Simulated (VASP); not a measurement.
A run of VASP 6.6.1 is set up as follows.

Contents of INCAR:

```
SYSTEM = LaZn
PREC = Accurate
ENCUT = 520
EDIFF = 1E-8
ISMEAR = -1
SIGMA = 0.05
LREAL = .False.
LASPH = .True.
NELM = 80
ALGO = Normal
ISIF = 2
LWAVE = .False.
LCHARG = .False.
LEFG = .True.
NBANDS = 18
```

KPOINTS

```
Automatic mesh
0
Gamma
  9 9 9
  0 0 0
```

File POSCAR:

```
LaZn
1.0
    3.7748351608      0.0000000000      0.0000000000
    0.0000000000      3.7748351608      0.0000000000
    0.0000000000      0.0000000000      3.7748351608
La Zn
1 1
Direct
    0.5000000000      0.5000000000      0.5000000000
    0.0000000000      0.0000000000      0.0000000000
```

Potentials or basis: VASP PAW LDA potentials, release 64 (La, Zn).

Run with:

```console
$ cat potpaw_LDA.64/La/POTCAR potpaw_LDA.64/Zn/POTCAR > POTCAR
$ mpirun -np 1 vasp_std > vasp.out
```

**Question.** What does it give for the pressure?

**Answer.** -4.8 GPa.

**Question.** What does it give for the band gap on the k mesh?

**Answer.** Zero (an odd number of electrons rules out a gap without spin polarisation).

Caveat: the cell stands under tension; spin-orbit coupling is left out, which moves the levels of the heavy elements.
